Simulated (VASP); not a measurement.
Input of a VASP 6.6.1 run:

The input INCAR:

```
ALGO = Normal
EDIFF = 1E-6
ENCUT = 520
GGA = PE
ISIF = 2
ISMEAR = 0
ISPIN = 2
LASPH = True
LCHARG = False
LDAU = True
LDAUJ = 0 0
LDAUL = 3 -1
LDAUPRINT = 1
LDAUTYPE = 2
LDAUU = 6 0
LMAXMIX = 6
LORBIT = 11
LREAL = False
LWAVE = False
MAGMOM = 7.95 -0.04
NBANDS = 23
NELM = 150
PREC = Accurate
SIGMA = 0.05
```

The input KPOINTS:

```
k-points
0
Gamma
  10 10 10
```

File POSCAR:

```
GdO
1.0
    3.1016894316      0.0000000000      0.0000000000
    0.0000000000      3.1016894316      0.0000000000
    0.0000000000      0.0000000000      3.1016894316
Gd O
1 1
Direct
    0.0000000000      0.0000000000      0.0000000000
    0.5000000000      0.5000000000      0.5000000000
```

Potentials or basis: VASP PAW PBE potentials, release 64 (Gd, O).

Command:

```bash
$ cat potpaw_PBE.64/Gd/POTCAR potpaw_PBE.64/O/POTCAR > POTCAR
$ mpirun -np 1 vasp_std > vasp.out
```

Task: What does it give for the pressure?

Result: -7.5 GPa.

Task: Predict the net moment.

Result: 7.57 μB per cell.

Eigenvalues of the final occupation matrices:
| site | spin | trace | eigenvalues |
| --- | --- | --- | --- |
| site 1 f | 1 | 6.94 | 0.99 0.99 0.99 0.99 0.99 0.99 1.00 |
| site 1 f | 2 | 0.03 | 0.00 0.00 0.00 0.00 0.00 0.00 0.01 |

Caveat: the cell stands under tension; spin-orbit coupling is left out, which moves the levels of the heavy elements; a cell with one magnetic atom can't hold antiferromagnetic order, which such compounds often take.
